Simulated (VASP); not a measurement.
## BeZn3Se4: single point with PBE

The system is BeZn3Se4.

```xyz
8
Lattice="5.5919 0.0000 0.0000 0.0000 5.5919 0.0000 0.0000 0.0000 5.5919" Properties=species:S:1:pos:R:3 pbc="T T T"
Be    0.0000    0.0000    0.0000
Zn    0.0000    2.7960    2.7960
Zn    2.7960    0.0000    2.7960
Zn    2.7960    2.7960    0.0000
Se    1.3173    1.3173    4.2746
Se    1.3173    4.2746    1.3173
Se    4.2746    1.3173    1.3173
Se    4.2746    4.2746    4.2746
```

```yaml
Program: VASP 6.6.1
Task: single point
Functional: PBE
Potentials_or_basis: VASP PAW PBE potentials, release 64 (Be, Zn, Se)
Cutoff: 520 eV
k_mesh: 6 × 6 × 6
Occupations: gaussian, width 0.02 eV
Spin: no spin polarisation
Dipole_correction: no
Further_INCAR_settings: ALGO = Normal; EDIFF = 1e-07; NBANDS = 41
```

| Quantity | Value |
| --- | --- |
| Pressure | 0.2 GPa |
| Largest force | 0.015 eV/Å |
| Band gap on the k mesh | 1.76 eV, direct |

Forces on the atoms (eV/Å):
```
Be   0.000  0.000  0.000
Zn   0.000  0.000  0.000
Zn   0.000  0.000  0.000
Zn   0.000  0.000  0.000
Se  -0.008 -0.008  0.008
Se  -0.008  0.008 -0.008
Se   0.008 -0.008 -0.008
Se   0.008  0.008  0.008
```

Levels at points of the mesh, in eV from the valence-band top:
```tsv
k point	band 28	band 29	band 30	band 31	band 32	band 33	band 34	band 35
(0.00, 0.00, 0.00)	-2.01	0.00	0.00	0.00	1.76	3.02	3.02	3.02
(0.50, 0.00, 0.00)	-1.41	-1.41	-0.98	-0.98	3.72	3.97	4.24	4.29
(0.50, 0.50, 0.00)	-1.07	-1.07	-0.95	-0.43	3.57	4.50	4.50	4.74
(0.50, 0.50, 0.50)	-0.68	-0.68	-0.60	-0.60	2.61	2.61	2.61	3.34
```

It took 110 s on 1 thread of Intel(R) Xeon(R) Platinum 8488C (Sapphire Rapids), on a shared host, peak memory 0.32 GiB.

A hybrid or GW would open this gap; PBE tends to underestimate it.
